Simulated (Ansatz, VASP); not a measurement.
**GaN: VASP beside Ansatz**

```xyz
8
Lattice="5.1157 0.0000 0.0000 0.0000 5.1157 0.0000 0.0000 0.0000 2.7927" Properties=species:S:1:pos:R:3 pbc="T T T"
Ga    3.4236    3.4236    1.3964
Ga    0.8658    4.2499    0.6982
Ga    1.6920    1.6920    0.0000
Ga    4.2499    0.8658    2.0945
N     4.2499    4.2499    0.0000
N     1.6920    3.4236    2.0945
N     0.8658    0.8658    1.3964
N     3.4236    1.6920    0.6982
```

Alike in both runs: task single point; functional PBE; k mesh 4 × 4 × 6; occupations gaussian, width 0.1 eV; no spin polarisation.

```csv
,VASP,Ansatz
version,VASP 6.6.1,Ansatz 0.2.0
potentials or method,"VASP PAW PBE potentials, release 64 (Ga_d, N), cutoff 520 eV","scalar-relativistic, plane waves, PAW"
valence electrons in the cell,72,72
```

VASP gave:

- gap on the k mesh at the Fermi level (eV): 2.80
- least direct gap on the mesh (eV): 3.01
- rms of the force components (eV/Å): 0.148

Question: Which values does Ansatz return?

Answer: gap on the k mesh at the Fermi level (eV): 2.78; least direct gap on the mesh (eV): 2.99; rms of the force components (eV/Å): 0.165.

Atom by atom the forces differ by 0.018 eV/Å (rms over components).
